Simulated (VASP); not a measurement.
# SnO2 (Pnnm) in VASP: further runs

Runs on SnO2. Level: LDA. Tasks: single point.

Program: VASP 6.6.1. These are calculated values, not measurements. Logs are shortened: lines on timing, memory, paths and dates and some standing lists are left out, and cuts for length are marked.

**1. The cell of the first run**

The typed cell holds 6 atoms: a = 4.650 Å, b = 4.653 Å, c = 3.190 Å, α = 90.00°, β = 90.00°, γ = 90.00°.

**2. Single point, LDA (strain -0.015 along x and y, +0.000 along z)**

The input, INCAR:

```
SYSTEM = SnO2
ALGO = Normal
EDIFF = 1E-7
ENCUT = 520
ISIF = 2
ISMEAR = 0
LASPH = .True.
LCHARG = .False.
LREAL = .False.
LWAVE = .False.
NBANDS = 35
NELM = 80
PREC = Accurate
SIGMA = 0.05
```

The input, KPOINTS:

```
k-points
0
Gamma
  6 6 8
  0 0 0
```

The input, POSCAR:

```
SnO2
1.0
    4.6504524040      0.0000000000      0.0000000000
    0.0000000000      4.6533827826      0.0000000000
    0.0000000000      0.0000000000      3.1900193999
Sn O
2 4
Direct
    0.5000000000      0.5000000000      0.5000000000
    0.0000000000      0.0000000000      0.0000000000
    0.3055669685      0.3065721192      0.0000000000
    0.8055669685      0.1934278808      0.5000000000
    0.1944330315      0.8065721192      0.5000000000
    0.6944330315      0.6934278808      0.0000000000
```

Potentials or basis: VASP PAW LDA potentials, release 64 (Sn_d, O).

Launch:

```sh
cat potpaw_LDA.64/Sn_d/POTCAR potpaw_LDA.64/O/POTCAR > POTCAR
mpirun -np 1 vasp_std > vasp.out
```

OUTCAR:

```text
SYSTEM = SnO2
   EDIFF = 1E-7
   ENCUT = 520
   ISIF = 2
   ISMEAR = 0
   LASPH = .True.
   LREAL = .False.
   NELM = 80
   PREC = Accurate

 ion  position               nearest neighbor table
   1  0.500  0.500  0.500-   4 2.01   5 2.01   3 2.04   6 2.04   3 2.04   6 2.04   2 3.66   2 3.66
                             2 3.66   2 3.66   2 3.66   2 3.66   2 3.66   2 3.66
   2  0.000  0.000  0.000-   3 2.01   6 2.01   5 2.04   4 2.04   4 2.04   5 2.04   1 3.66   1 3.66
                             1 3.66   1 3.66   1 3.66   1 3.66   1 3.66   1 3.66
   3  0.306  0.307  0.000-   2 2.01   1 2.04   1 2.04
   4  0.806  0.193  0.500-   1 2.01   2 2.04   2 2.04
   5  0.194  0.807  0.500-   1 2.01   2 2.04   2 2.04
   6  0.694  0.693  0.000-   2 2.01   1 2.04   1 2.04

  LATTYP: Found a simple orthorhombic cell.
 ALAT       =     3.1900193999
 B/A-ratio  =     1.4578132046
 C/A-ratio  =     1.4587318130

  Lattice vectors:

 A1 = (   0.0000000000,   0.0000000000,   3.1900193999)
 A2 = (   4.6504524040,   0.0000000000,   0.0000000000)
 A3 = (   0.0000000000,   4.6533827826,   0.0000000000)

Analysis of symmetry for initial positions (statically):
=====================================================================
 Subroutine PRICEL returns:
 Original cell was already a primitive cell.

 Routine SETGRP: Setting up the symmetry group for a
 simple orthorhombic supercell.

 Subroutine GETGRP returns: Found  8 space group operations
 (whereof  4 operations were pure point group operations)
 out of a pool of  8 trial point group operations.

The static configuration has the point symmetry C_2h.
 The point group associated with its full space group is D_2h.

Analysis of symmetry for dynamics (positions and initial velocities):
=====================================================================
 Subroutine PRICEL returns:
 Original cell was already a primitive cell.

 Routine SETGRP: Setting up the symmetry group for a
 simple orthorhombic supercell.

 Subroutine GETGRP returns: Found  8 space group operations
 (whereof  4 operations were pure point group operations)
 out of a pool of  8 trial point group operations.

The dynamic configuration has the point symmetry C_2h.
 The point group associated with its full space group is D_2h.

 Subroutine INISYM returns: Found  8 space group operations
 (whereof  4 operations are pure point group operations),
 and found     1 'primitive' translations

----------------------------------------------------------------------------------------

                                     Primitive cell
[... 104 lines left out ...]
   NFREE  =      0    steps in history (QN), initial steepest desc. (CG)
   ISIF   =      2    stress and relaxation
   ISYM   =      2    0-nonsym 1-usesym 2-fastsym
   POTIM  = 0.5000    time-step for ionic-motion
   TEBEG  =    0.0;   TEEND  =   0.0 temperature during run
   PSTRESS=    0.0 pullay stress
   NELECT =      52.0000    total number of electrons
   NUPDOWN=      -1.0000    fix difference up-down
   EMIN   =  10.00;   EMAX   =-10.00  energy-range for DOS
   EFERMI =   0.00;   METHOD = LEGACY
   ISMEAR =     0;   SIGMA  =   0.05  broadening in eV -4-tet -1-fermi 0-gaus
   EFERMI_NEDOS =   21; number of points for ismear=-14 and -15
   IALGO  =     38    algorithm
   IMIX   =      4    mixing-type and parameters
     AMIX     =   0.40;   BMIX     =  1.00
     AMIX_MAG =   1.60;   BMIX_MAG =  1.00
  volume/ion in A,a.u.               =      11.51        77.64
  Fermi-wavevector in a.u.,A,eV,Ry     =   1.489556  2.814853 30.188296  2.218777
  Thomas-Fermi vector in A             =   2.602450
   LORBIT       =      0    0 simple, 1 ext, 2 COOP (PROOUT), +10 PAW based schemes
   GGA     = CA    functional components
   LHFCALC =     F    Hartree Fock is set to
   AEXX    =    0.0000 exact exchange contribution
   IVDW    =     0    specifies the selected vdW correction
   LEPSILON=     F    determine dielectric tensor
   LRPA    =     F    only Hartree local field effects (RPA)
 non-spin polarized calculation
 Gauss-broadening in eV      SIGMA  =   0.05
  energy-cutoff  :      520.00
  volume of cell :       69.03
 maximum number of plane-waves:      1884
 NGX is ok and might be reduce to    36
   NGX = 17   NGY = 17   NGZ = 11

 number of electron      51.9999994 magnetization

 Free energy of the ion-electron system (eV)
  ---------------------------------------------------
  ext. energy  EPLUGINS =         0.00000000
  ---------------------------------------------------
  free energy    TOTEN  =       -42.21876299 eV

  energy without entropy =      -42.21876299  energy(sigma->0) =      -42.21876299

 E-fermi :   6.5365     XC(G=0): -11.9961

 val. band max:        6.3001366397   @ k =   0.0000   0.0000   0.0000
 cond. band min:       7.8176038878   @ k =   0.0000   0.0000   0.0000
 fundamental gap:      1.5174672481
 Fermi energy:         6.5365317868

 k-point     1 :       0.0000    0.0000    0.0000
  band No.  band energies     occupation
      1     -14.7638      2.00000
      2     -13.8904      2.00000
      3     -13.5943      2.00000
      4     -13.5762      2.00000
      5     -13.5760      2.00000
      6     -13.5405      2.00000
[... 901 lines left out ...]
     34      18.5782      0.00000
     35      18.8918      0.00000

 [... further k-points ...]

------------------------ aborting loop because EDIFF is reached ----------------------------------------

  FORCE on cell =-STRESS in cart. coord.  units (eV):
  Direction    XX          YY          ZZ          XY          YZ          ZX
  --------------------------------------------------------------------------------------
  -------------------------------------------------------------------------------------
  Total        3.4682869      3.4645505      2.8900325     -0.0000000      0.0000000      0.0000000
  in kB       80.4948873     80.4081689     67.0742778     -0.0000000      0.0000000      0.0000000
  external PRESSURE =      75.9924447 kB  Pullay stress =       0.0000000 kB

 VOLUME and BASIS-vectors are now :
 -----------------------------------------------------------------------------
  energy-cutoff  :      520.00
  volume of cell :       69.03
      direct lattice vectors                 reciprocal lattice vectors
     4.650452404  0.000000000  0.000000000     0.215032843  0.000000000  0.000000000
     0.000000000  4.653382783  0.000000000     0.000000000  0.214897430  0.000000000
     0.000000000  0.000000000  3.190019400     0.000000000  0.000000000  0.313477717

 POSITION                                       TOTAL-FORCE (eV/Angst)
 -----------------------------------------------------------------------------------
      2.32523      2.32669      1.59501        -0.000000      0.000000      0.000000
      0.00000      0.00000      0.00000        -0.000000      0.000000      0.000000
      1.42102      1.42660      0.00000        -0.027526     -0.028032      0.000000
      3.74625      0.90009      1.59501        -0.027526      0.028032      0.000000
      0.90420      3.75329      1.59501         0.027526     -0.028032     -0.000000
      3.22943      3.22679      0.00000         0.027526      0.028032      0.000000
 -----------------------------------------------------------------------------------
    total drift:                                0.000000      0.000000      0.000000

  FREE ENERGIE OF THE ION-ELECTRON SYSTEM (eV)
  ---------------------------------------------------
  free  energy   TOTEN  =       -42.2187629938 eV

  energy  without entropy=      -42.2187629938  energy(sigma->0) =      -42.21876299
```

It took 2.1 min on 1 thread of Intel Xeon 6455B, shared host; peak memory 0.26 GiB.

What came out:

- Free energy: -42.2188 eV
- Pressure: 7.6 GPa
- Largest force: 0.039 eV/Å
- Band gap on the k mesh: 1.52 eV

Forces in eV/Å, atoms in the order of the input:
```
Sn   0.000  0.000  0.000
Sn   0.000  0.000  0.000
O   -0.028 -0.028  0.000
O   -0.028  0.028  0.000
O    0.028 -0.028  0.000
O    0.028  0.028  0.000
```

Levels at points of the mesh, in eV from the valence-band top:
```csv
k point,band 24,band 25,band 26,band 27,band 28,band 29
"(0.00, 0.00, 0.00)",-0.81,-0.81,0.00,1.52,6.10,6.13
"(0.50, 0.00, 0.00)",-1.25,-0.65,-0.65,4.67,4.67,6.89
"(0.00, 0.50, 0.00)",-1.25,-0.65,-0.65,4.68,4.68,6.91
"(0.50, 0.50, 0.00)",-1.38,-0.91,-0.91,5.04,5.04,7.48
"(0.00, 0.00, 0.50)",-1.82,-1.32,-1.32,6.42,6.42,9.80
"(0.50, 0.00, 0.50)",-1.17,-0.65,-0.65,6.74,6.74,8.24
"(0.00, 0.50, 0.50)",-1.18,-0.64,-0.64,6.74,6.74,8.24
"(0.50, 0.50, 0.50)",-1.00,-0.86,-0.86,5.06,5.06,8.80
```

Caveat: the cell differs from its parent crystal (strain -0.015 along x and y, +0.000 along z); the cell stands under pressure; spin-orbit coupling is left out, which moves the levels of the heavy elements.

(Part 1 of 2 ends here.)
